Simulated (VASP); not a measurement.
# BAs (I-4m2) in VASP: further runs, part 2 of 2

VASP 6.6.1. The steps go on from the part before.

### 5 Single point, r2SCAN (strain -0.080 along x and y, +0.080 along z)

POSCAR reads:

```
BAs
1.0
    0.0000000000      2.2005638205      2.5832705719
    2.2005638205      0.0000000000      2.5832705719
    2.2005638205      2.2005638205      0.0000000000
B As
1 1
Direct
    0.0000000000      0.0000000000      0.0000000000
    0.7500000000      0.7500000000      0.7500000000
```

INCAR.step1 reads:

```
PREC = Accurate
ENCUT = 520
ISMEAR = 0
SIGMA = 0.05
LREAL = False
LASPH = True
NELM = 100
NBANDS = 11
GGA = PE
ALGO = Normal
EDIFF = 1E-4
LWAVE = True
LCHARG = False
```

INCAR.step2 reads:

```
PREC = Accurate
ENCUT = 520
EDIFF = 1E-7
ISMEAR = 0
SIGMA = 0.05
LREAL = False
LASPH = True
NELM = 100
ALGO = Normal
ISIF = 2
LWAVE = False
LCHARG = False
METAGGA = R2SCAN
LMIXTAU = True
NBANDS = 11
ISTART = 1
```

KPOINTS reads:

```
regular mesh
0
Gamma
  10 10 10
```

Run with:

```console
> cat potpaw_PBE.64/B/POTCAR potpaw_PBE.64/As/POTCAR > POTCAR
> cp INCAR.step1 INCAR
> mpirun -np 1 vasp_std > vasp.out
> cp INCAR.step2 INCAR
> mpirun -np 1 vasp_std > vasp.out
```

Run time: 76 s. Hardware: 1 thread of AMD EPYC 9R45 (Zen 5), shared host; peak memory 0.14 GiB.

It converged, with:

```yaml
Free_energy: -21.7713 eV
Pressure: 15.5 GPa
Band_gap_on_the_k_mesh: zero (bands 4 and 5 overlap by 0.07 eV)
```

Stress tensor (GPa, compression positive):
```
 31.41   0.00   0.00
  0.00  31.41   0.00
  0.00   0.00 -16.37
```

Levels at points of the mesh, in eV from the Fermi level:
| k point | band 2 | band 3 | band 4 | band 5 | band 6 | band 7 |
| --- | --- | --- | --- | --- | --- | --- |
| (0.00, 0.00, 0.00) | -2.01 | 0.07 | 0.07 | 2.74 | 2.74 | 3.81 |
| (0.50, 0.00, 0.00) | -10.50 | -3.86 | -1.47 | 1.31 | 5.34 | 5.52 |
| (0.50, 0.50, 0.00) | -11.07 | -4.06 | -4.06 | 2.29 | 2.68 | 12.13 |
| (0.50, 0.00, 0.50) | -9.67 | -5.92 | -5.57 | 0.30 | 0.33 | 10.13 |

Caveat: the cell differs from its parent crystal (strain -0.080 along x and y, +0.080 along z); the cell stands under pressure; semilocal functionals underestimate gaps, so a narrow gap can read as zero; the PAW data sets were made with another functional, which shifts forces and pressure a little.

### 6 Single point, r2SCAN (strain +0.000 along x and y, -0.080 along z)

POSCAR reads:

```
BAs
1.0
    0.0000000000      2.3919171962      2.2005638205
    2.3919171962      0.0000000000      2.2005638205
    2.3919171962      2.3919171962      0.0000000000
B As
1 1
Direct
    0.0000000000      0.0000000000      0.0000000000
    0.7500000000      0.7500000000      0.7500000000
```

INCAR.step1 reads:

```
PREC     = Accurate       # precision mode
ENCUT    = 520            # plane-wave cutoff, eV
ISMEAR   = 0              # smearing method
SIGMA    = 0.05           # smearing width, eV
LREAL    = F              # projectors in reciprocal space
LASPH    = T              # aspherical terms in the spheres
NELM     = 80             # most SCF steps
NBANDS   = 11             # bands
GGA      = PE             # functional
ALGO     = Normal         # electronic algorithm
EDIFF    = 1E-4           # SCF threshold, eV
LWAVE    = T              # write WAVECAR
LCHARG   = F              # write CHGCAR
```

INCAR.step2 reads:

```
PREC     = Accurate       # precision mode
ENCUT    = 520            # plane-wave cutoff, eV
EDIFF    = 1E-6           # SCF threshold, eV
ISMEAR   = 0              # smearing method
SIGMA    = 0.05           # smearing width, eV
LREAL    = F              # projectors in reciprocal space
LASPH    = T              # aspherical terms in the spheres
NELM     = 80             # most SCF steps
ALGO     = Normal         # electronic algorithm
ISIF     = 2              # what is computed and relaxed
LWAVE    = F              # write WAVECAR
LCHARG   = F              # write CHGCAR
METAGGA  = R2SCAN         # meta-GGA
LMIXTAU  = T            
NBANDS   = 11             # bands
ISTART   = 1
```

KPOINTS is that of step 5.

Potentials or basis: VASP PAW PBE potentials, release 64 (B, As).

Run with:

```console
> cat potpaw_PBE.64/B/POTCAR potpaw_PBE.64/As/POTCAR > POTCAR
> cp INCAR.step1 INCAR
> mpirun -np 1 vasp_std > vasp.out
> cp INCAR.step2 INCAR
> mpirun -np 1 vasp_std > vasp.out
```

OUTCAR:

```text
PREC = Accurate
   ENCUT = 520
   EDIFF = 1E-6
   ISMEAR = 0
   LREAL = F
   LASPH = T
   NELM = 80
   ISIF = 2
   METAGGA = R2SCAN
   ISTART = 1

 ion  position               nearest neighbor table
   1  0.000  0.000  0.000-   2 2.02   2 2.02   2 2.02   2 2.02
   2  0.750  0.750  0.750-   1 2.02   1 2.02   1 2.02   1 2.02

  LATTYP: Found a body centered tetragonal cell.
 ALAT       =     3.3826817389
 C/A-ratio  =     1.3010764774

  Lattice vectors:

 A1 = (   0.0000000000,  -2.3919171962,  -2.2005638205)
 A2 = (   0.0000000000,   2.3919171962,  -2.2005638205)
 A3 = (   2.3919171962,   0.0000000000,   2.2005638205)

Analysis of symmetry for initial positions (statically):
=====================================================================
 Subroutine PRICEL returns:
 Original cell was already a primitive cell.

 Routine SETGRP: Setting up the symmetry group for a
 body centered tetragonal supercell.

 Subroutine GETGRP returns: Found  8 space group operations
 (whereof  8 operations were pure point group operations)
 out of a pool of 16 trial point group operations.

The static configuration has the point symmetry D_2d.
[... 171 lines left out ...]
      2       6.6696      2.00000
      3       6.6696      2.00000
      4       7.4874      0.09705
      5      10.1315      0.00000
      6      10.7346      0.00000
      7      10.7346      0.00000
      8      13.1055      0.00000
      9      17.8223      0.00000
     10      19.4994      0.00000
     11      21.4090      0.00000
[... 309 lines left out ...]
 k-point    24 :       0.4000    0.3000    0.0000
  band No.  band energies     occupation
      1      -6.6751      2.00000
      2       0.2252      2.00000
      3       2.2751      2.00000
      4       2.4388      2.00000
      5       8.0247      0.00000
      6      10.2370      0.00000
      7      16.9480      0.00000
      8      16.9675      0.00000
      9      21.2141      0.00000
     10      23.5922      0.00000
     11      25.2317      0.00000

 [... further k-points ...]

------------------------ aborting loop because EDIFF is reached ----------------------------------------

  FORCE on cell =-STRESS in cart. coord.  units (eV):
  Direction    XX          YY          ZZ          XY          YZ          ZX
  --------------------------------------------------------------------------------------
  -------------------------------------------------------------------------------------
  Total        1.3421975      1.3421975      4.0211506      0.0000000     -0.0000000     -0.0000000
  in kB       85.4025334     85.4025334    255.8613412      0.0000000     -0.0000000     -0.0000000
  external PRESSURE =     142.2221360 kB  Pullay stress =       0.0000000 kB

 VOLUME and BASIS-vectors are now :
 -----------------------------------------------------------------------------
  energy-cutoff  :      520.00
  volume of cell :       25.18
      direct lattice vectors                 reciprocal lattice vectors
     0.000000000  2.391917196  2.200563821    -0.209037337  0.209037337  0.227214496
     2.391917196  0.000000000  2.200563821     0.209037337 -0.209037337  0.227214496
     2.391917196  2.391917196  0.000000000     0.209037337  0.209037337 -0.227214496

 POSITION                                       TOTAL-FORCE (eV/Angst)
 -----------------------------------------------------------------------------------
      0.00000      0.00000      0.00000        -0.000000     -0.000000      0.000000
      3.58788      3.58788      3.30085         0.000000      0.000000     -0.000000
 -----------------------------------------------------------------------------------
    total drift:                                0.000015      0.000015      0.000049

  FREE ENERGIE OF THE ION-ELECTRON SYSTEM (eV)
  ---------------------------------------------------
  free  energy   TOTEN  =       -22.0825719898 eV

  energy  without entropy=      -22.0825085547  energy(sigma->0) =      -22.08254027
```

OSZICAR.step1:

```text
N       E                     dE             d eps       ncg     rms          rms(c)
DAV:   1     0.135175135193E+02    0.13518E+02   -0.39125E+03  2244   0.649E+02
DAV:   2    -0.112630737187E+02   -0.24781E+02   -0.23755E+02  3068   0.109E+02
DAV:   3    -0.119994970416E+02   -0.73642E+00   -0.73472E+00  2797   0.171E+01
DAV:   4    -0.120012222330E+02   -0.17252E-02   -0.17251E-02  2510   0.940E-01
DAV:   5    -0.120012243735E+02   -0.21405E-05   -0.21405E-05  2731   0.358E-02    0.550E+00
DAV:   6    -0.112936273371E+02    0.70760E+00   -0.18219E+00  2388   0.572E+00    0.266E+00
DAV:   7    -0.112150826986E+02    0.78545E-01   -0.25262E-01  2686   0.245E+00    0.106E+00
DAV:   8    -0.112070949989E+02    0.79877E-02   -0.21578E-02  2517   0.849E-01    0.109E-01
DAV:   9    -0.112073847141E+02   -0.28972E-03   -0.74321E-04  2637   0.165E-01    0.665E-02
DAV:  10    -0.112075203763E+02   -0.13566E-03   -0.17390E-04  2449   0.816E-02    0.129E-02
DAV:  11    -0.112075249134E+02   -0.45372E-05   -0.39631E-06  1143   0.140E-02
   1 F= -.11207525E+02 E0= -.11207497E+02  d E =-.564191E-04
```

Wall time 57 s (1 thread of AMD EPYC 9R45 (Zen 5), shared host); peak memory 0.14 GiB.

Results:

| Quantity | Value |
| --- | --- |
| Free energy | -22.0826 eV |
| Pressure | 14.2 GPa |
| Band gap on the k mesh | zero (bands 4 and 5 overlap by 0.06 eV) |

Stress tensor (GPa, compression positive):
```
 8.54  0.00  0.00
 0.00  8.54  0.00
 0.00  0.00 25.59
```

Levels at points of the mesh, in eV from the Fermi level:
| k point | band 2 | band 3 | band 4 | band 5 | band 6 | band 7 |
| --- | --- | --- | --- | --- | --- | --- |
| (0.00, 0.00, 0.00) | -0.76 | -0.76 | 0.06 | 2.70 | 3.31 | 3.31 |
| (0.50, 0.00, 0.00) | -10.34 | -3.09 | -2.05 | 2.55 | 4.25 | 5.52 |
| (0.50, 0.50, 0.00) | -9.49 | -5.71 | -5.71 | 0.34 | 0.36 | 12.45 |
| (0.50, 0.00, 0.50) | -10.27 | -4.89 | -4.75 | 1.41 | 1.57 | 11.50 |

Caveat: the cell differs from its parent crystal (strain +0.000 along x and y, -0.080 along z); the cell stands under pressure; semilocal functionals underestimate gaps, so a narrow gap can read as zero; the PAW data sets were made with another functional, which shifts forces and pressure a little.

### 7 Single point, r2SCAN (strain -0.040 along x and y, +0.040 along z)

POSCAR reads:

```
BAs
1.0
    0.0000000000      2.2962405084      2.4875938840
    2.2962405084      0.0000000000      2.4875938840
    2.2962405084      2.2962405084      0.0000000000
B As
1 1
Direct
    0.0000000000      0.0000000000      0.0000000000
    0.7500000000      0.7500000000      0.7500000000
```

INCAR.step1 reads:

```
ALGO = Normal
EDIFF = 1E-4
ENCUT = 520
GGA = PE
ISMEAR = 0
LASPH = True
LCHARG = False
LREAL = False
LWAVE = True
NBANDS = 11
NELM = 60
PREC = Accurate
SIGMA = 0.05
```

INCAR.step2 reads:

```
ALGO = Normal
EDIFF = 1E-6
ENCUT = 520
ISIF = 2
ISMEAR = 0
ISTART = 1
LASPH = True
LCHARG = False
LMIXTAU = True
LREAL = False
LWAVE = False
METAGGA = R2SCAN
NBANDS = 11
NELM = 60
PREC = Accurate
SIGMA = 0.05
```

KPOINTS reads:

```
k-points
0
Gamma
  10 10 10
```

Run with:

```console
> cat potpaw_PBE.64/B/POTCAR potpaw_PBE.64/As/POTCAR > POTCAR
> cp INCAR.step1 INCAR
> mpirun -np 1 vasp_std > vasp.out
> cp INCAR.step2 INCAR
> mpirun -np 1 vasp_std > vasp.out
```

Run time: 67 s. Hardware: 1 thread of AMD EPYC 9R45 (Zen 5), shared host; peak memory 0.14 GiB.

It converged, with:

```
Free energy            : -22.1439 eV
Pressure               : 6.8 GPa
Band gap on the k mesh : 0.67 eV (least direct gap 3.04 eV)
```

Stress tensor (GPa, compression positive):
```
13.76  0.00  0.00
 0.00 13.76  0.00
 0.00  0.00 -6.99
```

Levels at points of the mesh, in eV from the valence-band top:
```tsv
k point	band 1	band 2	band 3	band 4	band 5	band 6	band 7	band 8
(0.00, 0.00, 0.00)	-16.83	-0.93	0.00	0.00	3.04	3.04	3.59	5.25
(0.50, 0.00, 0.00)	-13.65	-9.83	-2.85	-1.76	2.43	4.94	5.16	9.43
(0.50, 0.50, 0.00)	-12.65	-10.04	-4.21	-4.21	1.93	2.13	12.15	12.15
(0.50, 0.00, 0.50)	-11.91	-9.36	-5.11	-4.95	0.96	1.00	11.32	12.58
```

Caveat: the cell differs from its parent crystal (strain -0.040 along x and y, +0.040 along z); the cell stands under pressure; the PAW data sets were made with another functional, which shifts forces and pressure a little. A k mesh can miss the band edges.

### 8 The runs side by side

```tsv
cell	gap on the mesh (eV)	pressure (GPa)
a = 3.250, b = 3.250, c = 3.112 Å, angles 61.4, 61.4, 57.2°, 2 atoms	0.45	33.5
a = 3.180, b = 3.180, c = 3.247 Å, angles 59.3, 59.3, 61.4°, 2 atoms	0.45	33.2
a = 3.321, b = 3.321, c = 3.112 Å, angles 62.1, 62.1, 55.9°, 2 atoms	0.18	23.7
a = 3.393, b = 3.393, c = 3.112 Å, angles 62.7, 62.7, 54.6°, 2 atoms	none	15.5
a = 3.250, b = 3.250, c = 3.383 Å, angles 58.6, 58.6, 62.7°, 2 atoms	none	14.2
a = 3.385, b = 3.385, c = 3.247 Å, angles 61.3, 61.3, 57.3°, 2 atoms	0.67	6.8
```

Alike in all rows: task single point; level r2SCAN; potentials or basis VASP PAW PBE potentials, release 64 (B, As); no spin polarisation; k mesh 10 × 10 × 10; cutoff (eV) 520; smearing gaussian 0.05 eV.

Caveats: the cell stands under pressure; the PAW data sets were made with another functional, which shifts forces and pressure a little; semilocal functionals underestimate gaps, so a narrow gap can read as zero (at least some runs).

Absolute energies hang on the potentials; compare differences alone.
